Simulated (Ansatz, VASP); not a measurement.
# BiS7: VASP beside Ansatz

```xyz
8
Lattice="3.8315 0.0000 0.0000 0.0000 3.8315 0.0000 0.0000 0.0000 11.0403" Properties=species:S:1:pos:R:3 pbc="T T T"
Bi    0.0000    0.0000    0.0000
S     1.9157    1.9157    3.1458
S     1.9157    1.9157    7.8945
S     1.9157    1.9157    0.0000
S     0.0000    0.0000    3.0658
S     0.0000    0.0000    7.9745
S     0.0000    0.0000    5.5201
S     1.9157    1.9157    5.5201
```

Alike in both runs: functional PBE; k mesh 8 × 8 × 4; occupations gaussian, width 0.1 eV; no spin polarisation.

Ansatz relaxed the structure, and its values are those at the end. VASP's run is a single point on that final structure, the one shown.

|  | VASP | Ansatz |
| --- | --- | --- |
| version | VASP 6.6.1 | Ansatz 0.2.0 |
| potentials or method | VASP PAW PBE potentials, release 64 (Bi_d, S), cutoff 520 eV | scalar-relativistic, plane waves, PAW |
| valence electrons in the cell | 57 | 57 |

Ansatz gave:

| Property | Result |
| --- | --- |
| gap on the k mesh at the Fermi level (eV) | none |
| pressure (GPa) | 0.0 |
| rms of the force components (eV/Å) | 0.000 |

Problem. Which values does VASP return?

Solution. gap on the k mesh at the Fermi level (eV): none; pressure (GPa): -0.1; rms of the force components (eV/Å): 0.005.

A gap of «none» marks a metal or a gap that the smearing closes. The functional is the same, so the differences come from potentials, cutoffs and numerics.

Spin-orbit coupling is off throughout.
